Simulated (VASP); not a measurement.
# Al: single point with PBEsol

The system is Al.

```
CELL_PARAMETERS angstrom
2.69010 0.00000 0.00000
-1.34505 2.32969 0.00000
0.00000 0.00000 4.41570
ATOMIC_POSITIONS crystal
Al 0.66667 0.33333 0.75000
Al 0.33333 0.66667 0.25000
```

* Program: VASP 6.6.1
* Task: single point
* Functional: PBEsol
* Potentials or basis: VASP PAW PBE potentials, release 64 (Al)
* Cutoff: 520 eV
* k mesh: 18 × 18 × 10
* Occupations: gaussian, width 0.15 eV
* Spin: no spin polarisation
* Dipole correction: no
* Further INCAR settings: ALGO = Normal; EDIFF = 1e-07; NBANDS = 10

The pressure is 18.7 GPa and the band gap on the k mesh is zero (band 3 reaches 14.34 eV, above the bottom of band 4 at 6.49 eV).

Stress tensor (GPa, compression positive):
```
18.81  0.00  0.00
 0.00 18.81  0.00
 0.00  0.00 18.39
```

Levels at points of the mesh, in eV from the Fermi level:
```
           k point  band 1  band 2  band 3  band 4  band 5  band 6  band 7
(0.00, 0.00, 0.00)  -12.41   -5.36   -4.72   12.02   12.02   12.16   12.16
(0.50, 0.00, 0.00)   -5.84   -5.79    0.59    1.22    1.43    2.10    6.54
(0.00, 0.00, 0.50)  -10.53  -10.53    3.69    3.69   12.92   12.92   12.92
(0.50, 0.00, 0.50)   -4.50   -4.50   -3.43   -3.43    7.94    7.94    8.09
```

Wall time 30 s on 1 thread of Intel Xeon 6975P-C (shared host), peak memory 0.17 GiB.

Caveat: the PAW data sets were made with another functional, which shifts forces and pressure a little.
